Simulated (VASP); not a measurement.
# Sc3B2N (P6/mmm) in VASP: further runs

Sc3B2N is run at these levels: PBE; tasks: single point.

All numbers are computed with VASP 6.6.1; they aren't measurements. Logs are shortened: lines on timing, memory, paths and dates and some standing lists are left out, and cuts for length are marked.

## (1) The cell of the first run

Symmetry: P6/mmm, No. 191, hexagonal system. Conventional cell: a = 5.305 Å, b = 5.305 Å, c = 7.291 Å, α = 90.00°, β = 90.00°, γ = 120.00°. Within 4.0 Å of Sc (site symmetry -6m2) lie 6 Sc at 3.06 Å and 6 B at 3.84 Å. Sc (site symmetry 6/mmm) has 2 B at 2.32 Å and 6 Sc at 3.06 Å within 3.1 Å. B (site symmetry 6mm) has 1 N at 1.32 Å within 1.8 Å. Within 1.8 Å of N (site symmetry 6/mmm) lie 2 B at 1.32 Å.

The cell was built from a structure type or drawn by symmetry, and may not be a known phase.

## (2) Single point, PBE

Contents of INCAR:

```
SYSTEM = Sc3B2N
ALGO = Normal
EDIFF = 1E-6
ENCUT = 520
GGA = PE
ISIF = 2
ISMEAR = 0
LASPH = .True.
LCHARG = .True.
LELF = .True.
LREAL = .False.
LVHAR = .True.
LWAVE = .False.
NBANDS = 31
NELM = 100
PREC = Accurate
SIGMA = 0.1
```

Contents of KPOINTS:

```
k-points
0
Gamma
  12 12 6
  0 0 0
```

Contents of POSCAR:

```
Sc3B2N
1.0
    5.3047532228      0.0000000000      0.0000000000
   -2.6523766114      4.5940510518      0.0000000000
    0.0000000000      0.0000000000      7.2906575914
Sc B N
3 2 1
Direct
    0.3333333333      0.6666666667      0.0000000000
    0.6666666667      0.3333333333      0.0000000000
    0.0000000000      0.0000000000      0.0000000000
    0.0000000000      0.0000000000      0.6815522629
    0.0000000000      0.0000000000      0.3184477371
    0.0000000000      0.0000000000      0.5000000000
```

Potentials or basis: VASP PAW PBE potentials, release 64 (Sc_sv, B, N).

On the command line:

```console
$ cat potpaw_PBE.64/Sc_sv/POTCAR potpaw_PBE.64/B/POTCAR potpaw_PBE.64/N/POTCAR > POTCAR
$ mpirun -np 1 vasp_std > vasp.out
```

OUTCAR:

```text
SYSTEM = Sc3B2N
   EDIFF = 1E-6
   ENCUT = 520
   GGA = PE
   ISIF = 2
   ISMEAR = 0
   LASPH = .True.
   LREAL = .False.
   NELM = 100
   PREC = Accurate

 ion  position               nearest neighbor table
   1  0.333  0.667  0.000-   2 3.06   3 3.06   2 3.06   3 3.06   3 3.06   2 3.06
   2  0.667  0.333  0.000-   1 3.06   3 3.06   1 3.06   3 3.06   3 3.06   1 3.06
   3  0.000  0.000  0.000-   4 2.32   5 2.32   1 3.06   2 3.06   2 3.06   1 3.06   2 3.06   1 3.06

   4  0.000  0.000  0.682-   6 1.32   3 2.32
   5  0.000  0.000  0.318-   6 1.32   3 2.32
   6  0.000  0.000  0.500-   4 1.32   5 1.32

  LATTYP: Found a hexagonal cell.
 ALAT       =     5.3047532228
 C/A-ratio  =     1.3743631956

  Lattice vectors:

 A1 = (   5.3047532228,   0.0000000000,   0.0000000000)
 A2 = (  -2.6523766114,   4.5940510518,   0.0000000000)
 A3 = (   0.0000000000,   0.0000000000,   7.2906575914)

Analysis of symmetry for initial positions (statically):
=====================================================================
 Subroutine PRICEL returns:
 Original cell was already a primitive cell.

 Routine SETGRP: Setting up the symmetry group for a
 hexagonal supercell.

 Subroutine GETGRP returns: Found 24 space group operations
 (whereof 24 operations were pure point group operations)
 out of a pool of 24 trial point group operations.

The static configuration has the point symmetry D_6h.

Analysis of symmetry for dynamics (positions and initial velocities):
=====================================================================
 Subroutine PRICEL returns:
 Original cell was already a primitive cell.

 Routine SETGRP: Setting up the symmetry group for a
 hexagonal supercell.

 Subroutine GETGRP returns: Found 24 space group operations
 (whereof 24 operations were pure point group operations)
 out of a pool of 24 trial point group operations.

The dynamic configuration has the point symmetry D_6h.

 Subroutine INISYM returns: Found 24 space group operations
 (whereof 24 operations are pure point group operations),
 and found     1 'primitive' translations

----------------------------------------------------------------------------------------

                                     Primitive cell

  volume of cell :     177.6756

  direct lattice vectors                    reciprocal lattice vectors
     5.304753223  0.000000000  0.000000000     0.188510183  0.108836405  0.000000000
    -2.652376611  4.594051052  0.000000000     0.000000000  0.217672810  0.000000000
     0.000000000  0.000000000  7.290657591     0.000000000  0.000000000  0.137161839

  length of vectors
     5.304753223  5.304753223  7.290657591     0.217672810  0.217672810  0.137161839

  position of ions in fractional coordinates (direct lattice)
     0.333333333  0.666666667  0.000000000
     0.666666667  0.333333333  0.000000000
     0.000000000  0.000000000  0.000000000
     0.000000000  0.000000000  0.681552263
     0.000000000  0.000000000  0.318447737
     0.000000000  0.000000000  0.500000000

  ion indices of the primitive-cell ions
   primitive index   ion index
                 1           1
                 2           2
                 3           3
                 4           4
                 5           5
                 6           6

----------------------------------------------------------------------------------------

 KPOINTS: k-points

Automatic generation of k-mesh.
 Grid dimensions read from file:
 generate k-points for:   12   12    6

 Generating k-lattice:

  Cartesian coordinates                     Fractional coordinates (reciprocal lattice)
     0.015709182  0.009069700  0.000000000     0.083333333 -0.000000000  0.000000000
     0.000000000  0.018139401  0.000000000     0.000000000  0.083333333  0.000000000
     0.000000000  0.000000000  0.022860306     0.000000000  0.000000000  0.166666667

  Length of vectors
     0.018139401  0.018139401  0.022860306

  Shift w.r.t. Gamma in fractional coordinates (k-lattice)
     0.000000000  0.000000000  0.000000000

 Subroutine IBZKPT returns following result:
 ===========================================

 Found     76 irreducible k-points:

 Following reciprocal coordinates:
            Coordinates               Weight
  0.000000  0.000000  0.000000      1.000000
  0.083333  0.000000  0.000000      6.000000
  0.166667 -0.000000  0.000000      6.000000
  0.250000  0.000000  0.000000      6.000000
  0.333333 -0.000000  0.000000      6.000000
  0.416667 -0.000000  0.000000      6.000000
[... 16 lines left out ...]
  0.250000  0.000000  0.166667     12.000000
  0.333333 -0.000000  0.166667     12.000000
 [... further k-points ...]
   k-points           NKPTS =     76   k-points in BZ     NKDIM =     76   number of bands    NBANDS=     31
   number of dos      NEDOS =    301   number of ions     NIONS =      6
   total plane-waves  NPLWV =  86400
   dimension x,y,z NGX =    40 NGY =   40 NGZ =   54
   dimension x,y,z NGXF=    80 NGYF=   80 NGZF=  108
   ions per type =               3   2   1
   NGX,Y,Z   is equivalent  to a cutoff of  12.54, 12.54, 12.31 a.u.
   NGXF,Y,Z  is equivalent  to a cutoff of  25.07, 25.07, 24.63 a.u.
 SYSTEM =  Sc3B2N
   PREC   = accura    normal or accurate (medium, high low for compatibility)
   ISTART =      0    job   : 0-new  1-cont  2-samecut
   ICHARG =      2    charge: 1-file 2-atom 10-const
   ISPIN  =      1    spin polarized calculation?
   LNONCOLLINEAR =      F non collinear calculations
   LSORBIT =      F    spin-orbit coupling
   LASPH  =      T    aspherical Exc in radial PAW
   ENCUT  =  520.0 eV  38.22 Ry    6.18 a.u.   9.86  9.86 13.56*2*pi/ulx,y,z
   NELM   =    100;   NELMIN=  2; NELMDL= -5     # of ELM steps
   EDIFF  = 0.1E-05   stopping-criterion for ELM
   LREAL  =      F    real-space projection
[... 7 lines left out ...]
   TEBEG  =    0.0;   TEEND  =   0.0 temperature during run
   PSTRESS=    0.0 pullay stress
   NELECT =      44.0000    total number of electrons
   NUPDOWN=      -1.0000    fix difference up-down
   EMIN   =  10.00;   EMAX   =-10.00  energy-range for DOS
   EFERMI =   0.00;   METHOD = LEGACY
   ISMEAR =     0;   SIGMA  =   0.10  broadening in eV -4-tet -1-fermi 0-gaus
   EFERMI_NEDOS =   21; number of points for ismear=-14 and -15
   IALGO  =     38    algorithm
   IMIX   =      4    mixing-type and parameters
     AMIX     =   0.40;   BMIX     =  1.00
     AMIX_MAG =   1.60;   BMIX_MAG =  1.00
  volume/ion in A,a.u.               =      29.61       199.84
  Fermi-wavevector in a.u.,A,eV,Ry     =   1.028055  1.942743 14.379967  1.056898
  Thomas-Fermi vector in A             =   2.162032
   LORBIT       =      0    0 simple, 1 ext, 2 COOP (PROOUT), +10 PAW based schemes
   GGA     = PE    functional components
   LHFCALC =     F    Hartree Fock is set to
   AEXX    =    0.0000 exact exchange contribution
   IVDW    =     0    specifies the selected vdW correction
   LEPSILON=     F    determine dielectric tensor
   LRPA    =     F    only Hartree local field effects (RPA)
 non-spin polarized calculation
 Gauss-broadening in eV      SIGMA  =   0.10
  energy-cutoff  :      520.00
  volume of cell :      177.68
 maximum number of plane-waves:      4812
 NGX is ok and might be reduce to    40
   NGX = 19   NGY = 19   NGZ = 27

 number of electron      44.0000006 magnetization

 Free energy of the ion-electron system (eV)
  ---------------------------------------------------
  ext. energy  EPLUGINS =         0.00000000
  ---------------------------------------------------
  free energy    TOTEN  =       -36.12602008 eV

  energy without entropy =      -36.09109611  energy(sigma->0) =      -36.10855810

 E-fermi :   0.3408     XC(G=0):  -7.1679

 val. band max:        0.3389257677   @ k =   0.0833   0.0833   0.1667
 cond. band min:       0.3410738665   @ k =   0.2500   0.2500   0.3333
 fundamental gap:      0.0021480988
 Fermi energy:         0.3407778406

 k-point     1 :       0.0000    0.0000    0.0000
  band No.  band energies     occupation
      1     -49.5655      2.00000
      2     -49.5011      2.00000
      3     -48.0703      2.00000
      4     -28.3859      2.00000
      5     -28.3252      2.00000
      6     -28.2172      2.00000
[... 23 lines left out ...]
     30       2.1765      0.00000
     31       2.4748      0.00000

 k-point     2 :       0.0833    0.0000    0.0000
  band No.  band energies     occupation
      1     -49.5645      2.00000
      2     -49.5021      2.00000
      3     -48.0704      2.00000
      4     -28.3849      2.00000
      5     -28.3261      2.00000
      6     -28.2213      2.00000
[... 23 lines left out ...]
     30       2.2098      0.00000
     31       2.4505      0.00000

 k-point     3 :       0.1667   -0.0000    0.0000
  band No.  band energies     occupation
      1     -49.5615      2.00000
      2     -49.5049      2.00000
      3     -48.0707      2.00000
      4     -28.3822      2.00000
      5     -28.3287      2.00000
      6     -28.2318      2.00000
[... 23 lines left out ...]
     30       2.3165      0.00000
     31       2.4071      0.00000

 k-point     4 :       0.2500    0.0000    0.0000
  band No.  band energies     occupation
      1     -49.5570      2.00000
      2     -49.5092      2.00000
      3     -48.0711      2.00000
      4     -28.3779      2.00000
      5     -28.3328      2.00000
      6     -28.2449      2.00000
[... 635 lines left out ...]
     30       2.3163      0.00000
     31       2.4103      0.00000

 k-point    23 :       0.2500    0.0000    0.1667
  band No.  band energies     occupation
      1     -49.5570      2.00000
      2     -49.5092      2.00000
      3     -48.0711      2.00000
      4     -28.3779      2.00000
      5     -28.3328      2.00000
      6     -28.2449      2.00000
[... 23 lines left out ...]
     30       2.3005      0.00000
     31       2.4122      0.00000

 k-point    24 :       0.3333   -0.0000    0.1667
  band No.  band energies     occupation
      1     -49.5514      2.00000
      2     -49.5146      2.00000
      3     -48.0714      2.00000
      4     -28.3726      2.00000
      5     -28.3379      2.00000
      6     -28.2568      2.00000
[... 23 lines left out ...]
     30       2.2852      0.00000
     31       2.4753      0.00000

 [... further k-points ...]

------------------------ aborting loop because EDIFF is reached ----------------------------------------

  FORCE on cell =-STRESS in cart. coord.  units (eV):
  Direction    XX          YY          ZZ          XY          YZ          ZX
  --------------------------------------------------------------------------------------
  -------------------------------------------------------------------------------------
  Total       -0.0334824     -0.0334824     -0.0110437      0.0000000      0.0000000      0.0000000
  in kB       -0.3019252     -0.3019252     -0.0995854      0.0000000      0.0000000      0.0000000
  external PRESSURE =      -0.2344786 kB  Pullay stress =       0.0000000 kB

 VOLUME and BASIS-vectors are now :
 -----------------------------------------------------------------------------
  energy-cutoff  :      520.00
  volume of cell :      177.68
      direct lattice vectors                 reciprocal lattice vectors
     5.304753223  0.000000000  0.000000000     0.188510183  0.108836405  0.000000000
    -2.652376611  4.594051052  0.000000000     0.000000000  0.217672810  0.000000000
     0.000000000  0.000000000  7.290657591     0.000000000  0.000000000  0.137161839

 POSITION                                       TOTAL-FORCE (eV/Angst)
 -----------------------------------------------------------------------------------
     -0.00000      3.06270      0.00000        -0.000000     -0.000000      0.000000
      2.65238      1.53135      0.00000         0.000000      0.000000      0.000000
      0.00000      0.00000      0.00000         0.000000      0.000000      0.000000
      0.00000      0.00000      4.96896         0.000000      0.000000     -0.011155
      0.00000      0.00000      2.32169         0.000000     -0.000000      0.011155
      0.00000      0.00000      3.64533         0.000000      0.000000      0.000000
 -----------------------------------------------------------------------------------
    total drift:                                0.000000     -0.000000      0.000000

  FREE ENERGIE OF THE ION-ELECTRON SYSTEM (eV)
  ---------------------------------------------------
  free  energy   TOTEN  =       -36.1260200844 eV

  energy  without entropy=      -36.0910961084  energy(sigma->0) =      -36.10855810
```

Run time: 4.5 min. Hardware: 1 thread of Intel Xeon 6975P-C (Granite Rapids), shared host; peak memory 0.52 GiB.

Results:

```yaml
Free_energy: -36.1260 eV
Pressure: 0.0 GPa
Largest_force: 0.011 eV/Å
Band_gap_on_the_k_mesh: zero (bands 22 and 23 overlap by 1.00 eV)
```

Forces in eV/Å, atoms in the order of the input:
```
Sc   0.000  0.000  0.000
Sc   0.000  0.000  0.000
Sc   0.000  0.000  0.000
B    0.000  0.000 -0.011
B    0.000  0.000  0.011
N    0.000  0.000  0.000
```

Levels at points of the mesh, in eV from the Fermi level:
| k point | band 19 | band 20 | band 21 | band 22 | band 23 | band 24 | band 25 | band 26 |
| --- | --- | --- | --- | --- | --- | --- | --- | --- |
| (0.00, 0.00, 0.00) | -1.87 | 0.33 | 0.33 | 0.33 | 0.33 | 0.51 | 0.51 | 0.78 |
| (0.50, 0.00, 0.00) | -1.55 | -1.10 | -0.48 | -0.46 | -0.32 | 0.37 | 0.81 | 1.22 |
| (0.00, 0.00, 0.50) | -1.68 | 0.03 | 0.03 | 0.52 | 0.52 | 0.77 | 0.77 | 1.08 |
| (0.50, 0.00, 0.50) | -1.90 | -1.09 | -0.27 | -0.01 | 0.32 | 0.39 | 0.77 | 0.81 |

## (3) Single point, PBE, collinear spin, ferromagnetic start

This run uses another cell than the first one, of 29.69 Å³/atom.

Contents of INCAR:

```
SYSTEM = Sc3B2N
PREC = Accurate ; ENCUT = 520
EDIFF = 1E-6 ; ISMEAR = 0
SIGMA = 0.1 ; LREAL = .FALSE.
LASPH = .TRUE. ; NELM = 150
ALGO = Normal ; ISIF = 2
LWAVE = .FALSE. ; LCHARG = .FALSE.
ISPIN = 2 ; MAGMOM = 0 0 0 0 0 1
LORBIT = 11 ; LMAXMIX = 4
GGA = PE ; NBANDS = 35
```

Contents of KPOINTS:

```
Automatic mesh
0
G
  6 6 2
  0 0 0
```

Contents of POSCAR:

```
Sc3B2N
1.0
    5.3151119332     -0.0000000044      0.0000000000
   -2.6575559627      4.6030219603      0.0000000000
    0.0000000000      0.0000000000      7.2809529063
Sc B N
3 2 1
Direct
    0.3333333333      0.6666666667      0.0000000000
    0.6666666667      0.3333333333      0.0000000000
    0.0000000000      0.0000000000      0.0000000000
    0.0000000000      0.0000000000      0.6818054822
    0.0000000000      0.0000000000      0.3181945178
    0.0000000000      0.0000000000      0.5000000000
```

Potentials or basis: VASP PAW PBE potentials, release 64 (Sc_sv, B, N).

On the command line:

```console
$ cat potpaw_PBE.64/Sc_sv/POTCAR potpaw_PBE.64/B/POTCAR potpaw_PBE.64/N/POTCAR > POTCAR
$ mpirun -np 1 vasp_std > vasp.out
```

Wall time 1.7 min (1 thread of Intel Xeon 6975P-C (Granite Rapids), shared host); peak memory 0.41 GiB.

The run converged. Its results:

| Item | Value |
| --- | --- |
| Free energy | -36.1580 eV |
| Pressure | 0.0 GPa |
| Largest force | 0.016 eV/Å |
| Band gap on the k mesh | zero (filled and empty bands overlap) |
| Net moment | 0.00 μB per cell |
| Valence electrons inside the program's atomic spheres | Sc 9.39, 9.63 (each value once); B 1.90; N 3.97 |

Forces on the atoms (eV/Å):
```
Sc   0.000  0.000  0.000
Sc   0.000  0.000  0.000
Sc   0.000  0.000  0.000
B    0.000  0.000 -0.016
B    0.000  0.000  0.016
N    0.000  0.000  0.000
```

Levels at points of the mesh, in eV from the Fermi level:
Spin up:
| k point | band 17 | band 18 | band 19 | band 20 | band 21 | band 22 | band 23 | band 24 | band 25 | band 26 |
| --- | --- | --- | --- | --- | --- | --- | --- | --- | --- | --- |
| (0.00, 0.00, 0.00) | -3.81 | -2.20 | -1.95 | 0.24 | 0.24 | 0.25 | 0.25 | 0.43 | 0.43 | 0.69 |
| (0.50, 0.00, 0.00) | -3.84 | -2.05 | -1.63 | -1.17 | -0.56 | -0.54 | -0.39 | 0.30 | 0.74 | 1.13 |
| (0.00, 0.00, 0.50) | -3.83 | -2.78 | -1.76 | -0.05 | -0.05 | 0.44 | 0.44 | 0.68 | 0.68 | 1.00 |
| (0.50, 0.00, 0.50) | -3.43 | -2.57 | -1.99 | -1.16 | -0.34 | -0.09 | 0.24 | 0.31 | 0.68 | 0.75 |
Spin down:
```csv
k point,band 18,band 19,band 20,band 21,band 22,band 23,band 24,band 25
"(0.00, 0.00, 0.00)",-2.20,-1.95,0.24,0.24,0.25,0.25,0.43,0.43
"(0.50, 0.00, 0.00)",-2.05,-1.63,-1.17,-0.56,-0.54,-0.39,0.30,0.74
"(0.00, 0.00, 0.50)",-2.78,-1.76,-0.05,-0.05,0.44,0.44,0.68,0.68
"(0.50, 0.00, 0.50)",-2.57,-1.99,-1.16,-0.34,-0.08,0.24,0.31,0.68
```

Caveat: the k points lie up to 0.43 Å⁻¹ apart, too coarse for converged energies and pressures of a metal.
